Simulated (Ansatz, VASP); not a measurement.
# Two plane-wave programs on BiTe

The input INCAR:

```
SYSTEM = BiTe
PREC = Accurate
ENCUT = 520
EDIFF = 1E-7
ISMEAR = 0
SIGMA = 0.15
LREAL = .FALSE.
LASPH = .TRUE.
NELM = 80
ALGO = Normal
ISIF = 2
LWAVE = .FALSE.
LCHARG = .FALSE.
GGA = PS
NBANDS = 18
```

File KPOINTS:

```
Automatic mesh
0
G
  18 18 18
  0 0 0
```

File POSCAR:

```
BiTe
1.0
    2.4668662516      1.4242458944      3.0223478921
   -2.4668662516      1.4242458944      3.0223478921
    0.0000000000     -2.8484917888      3.0223478921
Bi Te
1 1
Direct
    0.5000000000      0.5000000000      0.5000000000
    0.0000000000      0.0000000000      0.0000000000
```

Input for Ansatz:

```yaml
crystal:
  lattice:
    - [2.4668662516, 1.4242458944, 3.0223478921]
    - [-2.4668662516, 1.4242458944, 3.0223478921]
    - [0.0, -2.8484917888, 3.0223478921]
  atoms:
    - { symbol: Bi, position: [0.5, 0.5, 0.5] }
    - { symbol: Te, position: [0.0, 0.0, 0.0] }
basis:
  ecutwfc: 420
kpoints:
  mp_grid: { grid: [18, 18, 18] }
hamiltonian:
  xc: pbesol
scf:
  occupations: { method: gaussian, width: 0.15 }
output:
  forces: true
  stress: true
  eigenvalues: true
```

Alike in both runs: task single point; functional PBEsol; k mesh 18 × 18 × 18; occupations gaussian, width 0.15 eV; no spin polarisation.

|  | VASP | Ansatz |
| --- | --- | --- |
| version | VASP 6.6.1 | Ansatz 0.2.0 |
| potentials or method | VASP PAW PBE potentials, release 64 (Bi_d, Te), cutoff 520 eV | scalar-relativistic, plane waves, PAW |
| valence electrons in the cell | 21 | 31 |

```csv
,VASP,Ansatz,Ansatz less VASP
gap on the k mesh at the Fermi level (eV),none,none,-
pressure (GPa),-1.1,-1.1,+0.02
"traceless stress, the component that is largest in VASP (GPa)",1.40,1.40,+0.005
```

VASP's potentials were made for PBE, not for PBEsol. A gap of «none» marks a metal or a gap that the smearing closes. VASP's potentials hold 21 valence electrons a cell and Ansatz's 31, so a difference there can come from the potentials and not from the codes.

Spin-orbit coupling is off throughout.
